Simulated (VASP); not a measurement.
Runs of VASP 6.6.1 on GaN. The structure is cubic, space group F-43m (No. 216). Conventional cell: a = 4.507 Å, b = 4.507 Å, c = 4.507 Å, α = 90.00°, β = 90.00°, γ = 90.00°. Within 2.6 Å of Ga (site symmetry -43m) lie 4 N at 1.95 Å. Within 2.6 Å of N (site symmetry -43m) lie 4 Ga at 1.95 Å. 

```csv
task,level,spin,U,k mesh,cutoff (eV),smearing,k mesh for the DOS,occupations for the DOS,gap on the mesh (eV),pressure (GPa),moment (μB)
single point,PBE,"collinear, ferromagnetic start",-,4 × 1 × 4,600,gaussian 0.1 eV,-,-,1.37,16.9,0.00
single point,PBE+D3(BJ),off,-,6 × 6 × 6,600,gaussian 0.1 eV,-,-,1.72,(b),-
single point,PBEsol,off,-,6 × 6 × 6,600,fermi-dirac 0.051704 eV,-,-,1.68,-1.5,-
single point,PBE,off,-,4 × 1 × 2,600,gaussian 0.1 eV,-,-,1.12,17.6,-
single point,PBEsol,off,-,6 × 6 × 6,600,gaussian 0.1 eV,-,-,1.68,-1.5,-
single point,BLYP,off,-,5 × 5 × 5,600,fermi-dirac 0.272114 eV,-,-,(a),11.8,-
single point,PBE,off,-,"2 × 2 × 2, shifted",600,gaussian 0.01 eV,-,-,4.57,5.1,-
single point,PBEsol,off,-,6 × 6 × 6,600,gaussian 0.01 eV,-,-,1.68,-1.5,-
single point,PBE+U,off,Ga d U = 4.1 eV,6 × 6 × 6,600,gaussian 0.1 eV,-,-,2.05,-6.1,-
single point,PBE,"non-collinear, zero start, SOC",-,2 × 2 × 2,600,gaussian 0.1 eV,-,-,-,(d),0.00
single point,PBE,off,-,6 × 6 × 6,600,gaussian 0.1 eV,-,-,1.72,(c),-
```

Alike in all rows: potentials or basis VASP PAW PBE potentials, release 64 (Ga_d, N); cell as given.

Task: Fill in the values left out.

Result: (a) 1.81; (b) 1.2; (c) 4.9; (d) 8.4.

Caveats: some runs use coarse meshes; the PAW data sets were made with another functional, which shifts forces and pressure a little (some runs); three body term missing (some runs).

A k mesh can miss the band edges, and rows without SOC leave out spin-orbit coupling on Ga.
